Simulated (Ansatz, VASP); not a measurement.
# One calculation of ZnSe, two programs

INCAR

```
SYSTEM = ZnSe
PREC = Accurate
ENCUT = 520
EDIFF = 1E-7
ISMEAR = 0
SIGMA = 0.05
LREAL = .False.
LASPH = .True.
NELM = 100
ALGO = Normal
ISIF = 2
LWAVE = .False.
LCHARG = .True.
GGA = PE
IVDW = 12
LELF = .True.
LVHAR = .True.
NBANDS = 16
```

KPOINTS

```
regular mesh
0
Gamma
  8 8 8
  0 0 0
```

Contents of POSCAR:

```
ZnSe
1.0
    0.0000000000      2.8462120234      2.8462120234
    2.8462120234      0.0000000000      2.8462120234
    2.8462120234      2.8462120234      0.0000000000
Zn Se
1 1
Direct
    0.0000000000      0.0000000000      0.0000000000
    0.7500000000      0.7500000000      0.7500000000
```

Input for Ansatz:

```yaml
crystal:
  lattice:
    - [0.0, 2.8462120234, 2.8462120234]
    - [2.8462120234, 0.0, 2.8462120234]
    - [2.8462120234, 2.8462120234, 0.0]
  atoms:
    - { symbol: Zn, position: [0.0, 0.0, 0.0] }
    - { symbol: Se, position: [0.75, 0.75, 0.75] }
basis:
  ecutwfc: 420
  ecutrho_ratio: 4
kpoints:
  mp_grid: { grid: [8, 8, 8] }
hamiltonian:
  xc: pbe
  dispersion: d3bj
scf:
  occupations: { method: gaussian, width: 0.05 }
output:
  forces: true
  stress: true
  eigenvalues: true
```

Alike in both runs: task single point; functional PBE; dispersion D3(BJ); k mesh 8 × 8 × 8; occupations gaussian, width 0.05 eV; no spin polarisation.

|  | VASP | Ansatz |
| --- | --- | --- |
| version | VASP 6.6.1 | Ansatz 0.2.0 |
| potentials or method | VASP PAW PBE potentials, release 64 (Zn, Se), cutoff 520 eV | scalar-relativistic, plane waves, PAW |
| valence electrons in the cell | 18 | 28 |

Ansatz gave:

| Property | Result |
| --- | --- |
| gap on the k mesh at the Fermi level (eV) | 1.24 |
| least direct gap on the mesh (eV) | 1.24 |
| pressure (GPa) | -1.2 |

Q: Which values does VASP return?

A: gap on the k mesh at the Fermi level (eV): 1.24; least direct gap on the mesh (eV): 1.24; pressure (GPa): -1.0.

VASP's potentials hold 18 valence electrons a cell and Ansatz's 28, so a difference there can come from the potentials and not from the codes.
